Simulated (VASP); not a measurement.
RuS2 (Laurite):

```
Ru S
1.0
     5.61060    0.00000    0.00000
     0.00000    5.61060    0.00000
     0.00000    0.00000    5.61060
Ru S
4 8
Direct
  0.00000 0.50000 0.50000
  0.50000 0.50000 0.00000
  0.50000 0.00000 0.50000
  0.00000 0.00000 0.00000
  0.38831 0.11169 0.88831
  0.11169 0.88831 0.38831
  0.88831 0.38831 0.11169
  0.61169 0.61169 0.61169
  0.61169 0.88831 0.11169
  0.88831 0.11169 0.61169
  0.11169 0.61169 0.88831
  0.38831 0.38831 0.38831
```

Base run:

- Program: VASP 6.6.1
- Functional: r2SCAN
- Potentials or basis: VASP PAW PBE potentials, release 64 (Ru_pv, S)
- Cutoff: 520 eV
- k mesh: 5 × 5 × 5
- Occupations: fermi-dirac, width 0.05 eV
- Spin: no spin polarisation

Its results: band gap on the k mesh 0.93 eV, indirect (least direct gap 1.18 eV); pressure 2.0 GPa; largest force 0.022 eV/Å.

Question: The run is repeated on the same cell with these changes: functional from r2SCAN to PBEsol; further incar settings from ALGO = Normal; EDIFF = 1e-06; NBANDS = 64 to ALGO = Normal; EDIFF = 1e-07; NBANDS = 64. What comes out?

Answer: Band gap on the k mesh 0.71 eV, indirect (least direct gap 0.93 eV); pressure -3.1 GPa; largest force 0.302 eV/Å.

Caveats: the PAW data sets were made with another functional, which shifts forces and pressure a little.

A k mesh can miss the band edges.
